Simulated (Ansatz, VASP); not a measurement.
**BaS: VASP beside Ansatz**

Contents of INCAR:

```
SYSTEM = BaS
PREC = Accurate
ENCUT = 520
EDIFF = 1E-8
ISMEAR = -1
SIGMA = 0.01
LREAL = .False.
LASPH = .True.
NELM = 80
ALGO = Normal
ISIF = 2
LWAVE = .False.
LCHARG = .False.
GGA = CA
LEFG = .True.
NBANDS = 15
```

File KPOINTS:

```
regular mesh
0
Gamma
  7 7 7
  0 0 0
```

Contents of POSCAR:

```
BaS
1.0
    0.0000000000      3.1937500000      3.2256875000
    3.1937500000      0.0000000000      3.2256875000
    3.1937500000      3.1937500000      0.0000000000
Ba S
1 1
Direct
    0.0000000000      0.0000000000      0.0000000000
    0.5000000000      0.5000000000      0.5000000000
```

Input for Ansatz:

```yaml
crystal:
  lattice:
    - [0.0, 3.19375, 3.2256875]
    - [3.19375, 0.0, 3.2256875]
    - [3.19375, 3.19375, 0.0]
  atoms:
    - { symbol: Ba, position: [0.0, 0.0, 0.0] }
    - { symbol: S, position: [0.5, 0.5, 0.5] }
kpoints:
  mp_grid: { grid: [7, 7, 7] }
scf:
  occupations: { method: fermi_dirac, width: 0.01 }
hamiltonian:
  xc: lda
  pseudopotentials: { kind: all_electron, datasets: crystal }
output:
  forces: true
  stress: true
  eigenvalues: true
  efg: { contact_densities: true }
```

Change from the starting cell: zz strain of +1 %, crystal datasets.

Alike in both runs: task electric field gradients; functional LDA; k mesh 7 × 7 × 7; occupations fermi-dirac, width 0.01 eV; no spin polarisation.

```csv
,VASP,Ansatz
version,VASP 6.6.1,Ansatz 0.2.0
potentials or method,"VASP PAW LDA potentials, release 64 (Ba_sv, S), cutoff 520 eV","all-electron PAW with datasets made for the crystal, scalar-relativistic"
```

Ansatz gave:

* gap on the k mesh at the Fermi level (eV): 2.07
* pressure (GPa): -2.8
* traceless stress, the component that is largest in VASP (GPa): -0.44
* size of Vzz on the site where it differs most (V/Å²): 12.6

Question: Estimate VASP's values.

Answer: gap on the k mesh at the Fermi level (eV): 1.97; pressure (GPa): -2.2; traceless stress, the component that is largest in VASP (GPa): -0.50; size of Vzz on the site where it differs most (V/Å²): 13.3.

LDA's correlation is that of Perdew and Zunger in VASP and of Perdew and Wang (1992) in Ansatz. Ansatz ran all-electron here, and VASP with PAW potentials.

Spin-orbit coupling is off throughout.
